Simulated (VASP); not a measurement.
Set up this calculation in VASP 6.6.1, as the native input.

```yaml
Task: single point
Functional: PBE
Potentials_or_basis: VASP PAW PBE potentials, release 64 (Cu, S, Au)
Cutoff: 520 eV
k_mesh: 4 × 4 × 4
Occupations: gaussian, width 0.1 eV
Spin: collinear spin
Starting_moments: "[0.12, 0.12, 0.0, 0.0, 0.0] μB"
Dipole_correction: no
Further_INCAR_settings: ALGO = Normal; EDIFF = 1e-06; NBANDS = 32
```

The structure of CuAuS3 lies in POSCAR:

```
CuAuS3
1.0
    4.7510850855      0.0000000000      0.0000000000
    0.0000000000      4.7510850855      0.0000000000
    0.0000000000      0.0000000000      4.9090903942
Cu S Au
1 3 1
Direct
    0.0000000000      0.0000000000      0.2870425302
    0.5000000000      0.5000000000      0.9950058006
    0.0000000000      0.5000000000      0.3325965073
    0.5000000000      0.0000000000      0.3325965073
    0.5000000000      0.5000000000      0.5127586546
```

These files were run (other wordings do the same):

INCAR

```
ALGO     = Normal         # electronic algorithm
EDIFF    = 1E-6           # SCF threshold, eV
ENCUT    = 520            # plane-wave cutoff, eV
GGA      = PE             # functional
ISIF     = 2              # what is computed and relaxed
ISMEAR   = 0              # smearing method
ISPIN    = 2              # spin polarisation
LASPH    = T              # aspherical terms in the spheres
LCHARG   = F              # write CHGCAR
LMAXMIX  = 4              # l up to which the mixer works
LORBIT   = 11             # projections on sites
LREAL    = F              # projectors in reciprocal space
LWAVE    = F              # write WAVECAR
MAGMOM   = 0.12 0.12 0 0 0 # initial moments
NBANDS   = 32             # bands
NELM     = 150            # most SCF steps
PREC     = Accurate       # precision mode
SIGMA    = 0.1            # smearing width, eV
```

KPOINTS

```
k-points
0
Gamma
  4 4 4
```

Potentials or basis: VASP PAW PBE potentials, release 64 (Cu, S, Au).

The run is started by

```bash
$ cat potpaw_PBE.64/Cu/POTCAR potpaw_PBE.64/S/POTCAR potpaw_PBE.64/Au/POTCAR > POTCAR
$ mpirun -np 1 vasp_std > vasp.out
```

Results of the run:

```
Pressure                                              : 0.1 GPa
Largest force                                         : 0.007 eV/Å
Band gap on the k mesh                                : zero (filled and empty bands overlap)
Net moment                                            : 0.00 μB per cell
Valence electrons inside the program's atomic spheres : Cu 9.83; S 3.58, 3.59 (each value once); Au 9.66
```

Caveat: spin-orbit coupling is left out, which moves the levels of the heavy elements.

Run time: 68 s on 1 thread of Intel(R) Xeon(R) 6975P-C (Granite Rapids), on a shared host, peak memory 0.31 GiB.
